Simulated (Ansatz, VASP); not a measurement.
# One calculation of Al2O3, two programs

```
Al O
1.0
     2.40409    1.38800    4.37376
    -2.40409    1.38800    4.37376
     0.00000   -2.77600    4.37376
Al O
4 6
Direct
  0.85213 0.85213 0.85213
  0.64787 0.64787 0.64787
  0.14787 0.14787 0.14787
  0.35213 0.35213 0.35213
  0.05616 0.44384 0.75000
  0.75000 0.05616 0.44384
  0.44384 0.75000 0.05616
  0.94384 0.55616 0.25000
  0.25000 0.94384 0.55616
  0.55616 0.25000 0.94384
```

Alike in both runs: functional PBE; k mesh 6 × 6 × 6; occupations gaussian, width 0.02 eV; no spin polarisation.

Ansatz relaxed the structure, and its values are those at the end. VASP's run is a single point on that final structure, the one shown.

|  | VASP | Ansatz |
| --- | --- | --- |
| version | VASP 6.6.1 | Ansatz 0.2.0 |
| potentials or method | VASP PAW PBE potentials, release 64 (Al, O), cutoff 520 eV | scalar-relativistic, plane waves, PAW |
| valence electrons in the cell | 48 | 48 |

|  | VASP | Ansatz | Ansatz less VASP |
| --- | --- | --- | --- |
| gap on the k mesh at the Fermi level (eV) | 5.85 | 5.86 | +0.006 |
| least direct gap on the mesh (eV) | 5.85 | 5.86 | +0.006 |
| pressure (GPa) | -0.1 | 0.0 | +0.05 |
| rms of the force components (eV/Å) | 0.003 | 0.000 | -0.0030 |
